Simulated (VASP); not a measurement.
# Li3ClO (P4/mmm) in VASP: further runs, part 2 of 2

VASP 6.6.1. The steps go on from the part before.

## Step 4: Single point, LDA

This run uses another cell than the first one, of the same volume but with other edges.

INCAR

```
SYSTEM = Li3ClO
PREC     = Accurate       ! precision mode
ENCUT    = 520            ! plane-wave cutoff, eV
EDIFF    = 1E-6           ! SCF threshold, eV
ISMEAR   = 0              ! smearing method
SIGMA    = 0.05           ! smearing width, eV
LREAL    = .FALSE.        ! projectors in reciprocal space
LASPH    = .TRUE.         ! aspherical terms in the spheres
NELM     = 100            ! most SCF steps
ALGO     = Normal         ! electronic algorithm
ISIF     = 2              ! what is computed and relaxed
LWAVE    = .FALSE.        ! write WAVECAR
LCHARG   = .FALSE.        ! write CHGCAR
NBANDS   = 19             ! bands
```

KPOINTS

```
regular mesh
0
G
  6 6 6
  0 0 0
```

POSCAR

```
Li3ClO
1.0
    4.0184884862      0.0000000000      0.0000000000
    0.0000000000      4.0184884862      0.0000000000
    0.0000000000      0.0000000000      3.6970094073
Li Cl O
3 1 1
Direct
    0.0000000000      0.5000000000      0.5000000000
    0.5000000000      0.0000000000      0.5000000000
    0.5000000000      0.5000000000      0.0000000000
    0.0000000000      0.0000000000      0.0000000000
    0.5000000000      0.5000000000      0.5000000000
```

Potentials or basis: VASP PAW LDA potentials, release 64 (Li_sv, Cl, O).

The run is started by

```
cat potpaw_LDA.64/Li_sv/POTCAR potpaw_LDA.64/Cl/POTCAR potpaw_LDA.64/O/POTCAR > POTCAR
mpirun -np 1 vasp_std > vasp.out
```

OUTCAR:

```text
SYSTEM = Li3ClO
   PREC = Accurate
   ENCUT = 520
   EDIFF = 1E-6
   ISMEAR = 0
   LREAL = .FALSE.
   LASPH = .TRUE.
   NELM = 100
   ISIF = 2

 ion  position               nearest neighbor table
   1  0.000  0.500  0.500-   5 2.01   5 2.01
   2  0.500  0.000  0.500-   5 2.01   5 2.01
   3  0.500  0.500  0.000-   5 1.85   5 1.85
   4  0.000  0.000  0.000-
   5  0.500  0.500  0.500-   3 1.85   3 1.85   1 2.01   2 2.01   2 2.01   1 2.01

[... 732 lines left out ...]
  --------------------------------------------------------------------------------------
  -------------------------------------------------------------------------------------
  Total       -2.5498300     -2.5498300     -0.5961755      0.0000000     -0.0000000      0.0000000
  in kB      -68.4298821    -68.4298821    -15.9995832      0.0000000     -0.0000000      0.0000000
  external PRESSURE =     -50.9531158 kB  Pullay stress =       0.0000000 kB

 VOLUME and BASIS-vectors are now :
 -----------------------------------------------------------------------------
  energy-cutoff  :      520.00
  volume of cell :       59.70
      direct lattice vectors                 reciprocal lattice vectors
     4.018488486  0.000000000  0.000000000     0.248849786  0.000000000  0.000000000
     0.000000000  4.018488486  0.000000000     0.000000000  0.248849786  0.000000000
     0.000000000  0.000000000  3.697009407     0.000000000  0.000000000  0.270488898

 POSITION                                       TOTAL-FORCE (eV/Angst)
 -----------------------------------------------------------------------------------
      0.00000      2.00924      1.84850         0.000000      0.000000      0.000000
      2.00924      0.00000      1.84850         0.000000      0.000000      0.000000
      2.00924      2.00924      0.00000         0.000000      0.000000      0.000000
      0.00000      0.00000      0.00000         0.000000      0.000000      0.000000
      2.00924      2.00924      1.84850         0.000000      0.000000      0.000000
 -----------------------------------------------------------------------------------
    total drift:                                0.000000      0.000000      0.000000

  FREE ENERGIE OF THE ION-ELECTRON SYSTEM (eV)
  ---------------------------------------------------
  free  energy   TOTEN  =       -23.5768424051 eV

  energy  without entropy=      -23.5768424051  energy(sigma->0) =      -23.57684241
```

OSZICAR:

```text
N       E                     dE             d eps       ncg     rms          rms(c)
DAV:   1     0.121026204012E+03    0.12103E+03   -0.10420E+04  1520   0.119E+03
DAV:   2    -0.125124054100E+02   -0.13354E+03   -0.12822E+03  1855   0.284E+02
DAV:   3    -0.272068414463E+02   -0.14694E+02   -0.14606E+02  2867   0.662E+01
DAV:   4    -0.274989478777E+02   -0.29211E+00   -0.29166E+00  2050   0.125E+01
DAV:   5    -0.275072305162E+02   -0.82826E-02   -0.82822E-02  2302   0.161E+00    0.988E+00
DAV:   6    -0.238119542492E+02    0.36953E+01   -0.10013E+01  1660   0.200E+01    0.399E+00
DAV:   7    -0.237090307851E+02    0.10292E+00   -0.11132E+00  1867   0.492E+00    0.277E+00
DAV:   8    -0.235929384100E+02    0.11609E+00   -0.39671E-01  1716   0.387E+00    0.828E-01
DAV:   9    -0.235765542537E+02    0.16384E-01   -0.10403E-01  2031   0.158E+00    0.280E-01
DAV:  10    -0.235775425895E+02   -0.98834E-03   -0.13019E-02  1917   0.612E-01    0.114E-01
DAV:  11    -0.235768331617E+02    0.70943E-03   -0.24717E-03  2046   0.261E-01    0.230E-02
DAV:  12    -0.235768439543E+02   -0.10793E-04   -0.19677E-04  1893   0.780E-02    0.188E-02
DAV:  13    -0.235768426529E+02    0.13014E-05   -0.15495E-05  1917   0.200E-02    0.540E-03
DAV:  14    -0.235768424051E+02    0.24784E-06   -0.83280E-07  1134   0.608E-03
   1 F= -.23576842E+02 E0= -.23576842E+02  d E =-.226039E-16
```

Wall time 30 s (1 thread of Intel Xeon Platinum 8488C (Sapphire Rapids), shared host); peak memory 0.16 GiB.

Results:

* Free energy: -23.5768 eV
* Band gap on the k mesh: 4.43 eV

Levels at points of the mesh, in eV from the valence-band top:
| k point | band 9 | band 10 | band 11 | band 12 | band 13 | band 14 |
| --- | --- | --- | --- | --- | --- | --- |
| (0.00, 0.00, 0.00) | -0.64 | -0.50 | -0.50 | 4.55 | 6.66 | 7.18 |
| (0.50, 0.00, 0.00) | -1.20 | -1.15 | -1.06 | 6.33 | 6.57 | 8.67 |
| (0.50, 0.50, 0.00) | -1.00 | 0.00 | 0.00 | 5.00 | 6.48 | 8.33 |
| (0.00, 0.00, 0.50) | -1.08 | -1.08 | -0.95 | 6.09 | 6.11 | 8.31 |
| (0.50, 0.00, 0.50) | -0.90 | -0.07 | 0.00 | 4.43 | 6.66 | 7.34 |
| (0.50, 0.50, 0.50) | -0.74 | -0.74 | -0.69 | 8.05 | 8.05 | 8.58 |

Caveat: the cutoff is under 1.25 times the usual one of these potentials, so pressure, stress and relaxed cells hold a basis-set (Pulay) error. A k mesh can miss the band edges.

## Step 5: Single point, LDA

This run uses another cell than the first one, of the same volume but with other edges.

INCAR

```
SYSTEM = Li3ClO
ALGO     = Normal         ! electronic algorithm
EDIFF    = 1E-6           ! SCF threshold, eV
ENCUT    = 520            ! plane-wave cutoff, eV
GGA      = CA             ! functional
ISIF     = 2              ! what is computed and relaxed
ISMEAR   = 0              ! smearing method
LASPH    = .TRUE.         ! aspherical terms in the spheres
LCHARG   = .FALSE.        ! write CHGCAR
LREAL    = .FALSE.        ! projectors in reciprocal space
LWAVE    = .FALSE.        ! write WAVECAR
NBANDS   = 19             ! bands
NELM     = 80             ! most SCF steps
PREC     = Accurate       ! precision mode
SIGMA    = 0.05           ! smearing width, eV
```

KPOINTS

```
k-points
0
G
  6 6 6
  0 0 0
```

POSCAR: that of step 4 with these lines changed.

```diff
@@ -2,5 +2,5 @@
 1.0
-    4.0184884862      0.0000000000      0.0000000000
-    0.0000000000      4.0184884862      0.0000000000
-    0.0000000000      0.0000000000      3.6970094073
+    3.7861205902      0.0000000000      0.0000000000
+    0.0000000000      3.7861205902      0.0000000000
+    0.0000000000      0.0000000000      4.1647326492
 Li Cl O
```

The run is started by

```
cat potpaw_LDA.64/Li_sv/POTCAR potpaw_LDA.64/Cl/POTCAR potpaw_LDA.64/O/POTCAR > POTCAR
mpirun -np 1 vasp_std > vasp.out
```

Run time: 24 s. Hardware: 1 thread of Intel Xeon Platinum 8488C (Sapphire Rapids), shared host; peak memory 0.16 GiB.

It converged, with:

- Free energy: -23.5749 eV
- Band gap on the k mesh: 4.21 eV (least direct gap 4.30 eV)

Levels at points of the mesh, in eV from the valence-band top:
```csv
k point,band 9,band 10,band 11,band 12,band 13,band 14
"(0.00, 0.00, 0.00)",-0.64,-0.64,-0.39,4.54,6.71,7.14
"(0.50, 0.00, 0.00)",-1.14,-1.12,-1.03,6.14,6.30,8.35
"(0.50, 0.50, 0.00)",-0.85,-0.09,-0.09,4.21,6.72,7.20
"(0.00, 0.00, 0.50)",-1.22,-1.22,-1.07,6.46,6.63,8.37
"(0.50, 0.00, 0.50)",-0.99,-0.03,0.00,4.81,6.51,7.87
"(0.50, 0.50, 0.50)",-0.74,-0.73,-0.73,7.54,8.49,8.70
```

Caveat: the cutoff is under 1.25 times the usual one of these potentials, so pressure, stress and relaxed cells hold a basis-set (Pulay) error.

## Step 6: The runs side by side

| cell | gap on the mesh (eV) |
| --- | --- |
| a = 4.246, b = 4.246, c = 3.312 Å, 5 atoms | 4.04 |
| a = 3.581, b = 3.581, c = 4.655 Å, 5 atoms | 3.87 |
| a = 4.018, b = 4.018, c = 3.697 Å, 5 atoms | 4.43 |
| a = 3.786, b = 3.786, c = 4.165 Å, 5 atoms | 4.21 |

Alike in all rows: task single point; level LDA; potentials or basis VASP PAW LDA potentials, release 64 (Li_sv, Cl, O); no spin polarisation; k mesh 6 × 6 × 6; cutoff (eV) 520; smearing gaussian 0.05 eV.

Caveats: the cutoff is under 1.25 times the usual one of these potentials, so pressure, stress and relaxed cells hold a basis-set (Pulay) error.

Absolute energies hang on the potentials; compare differences alone.
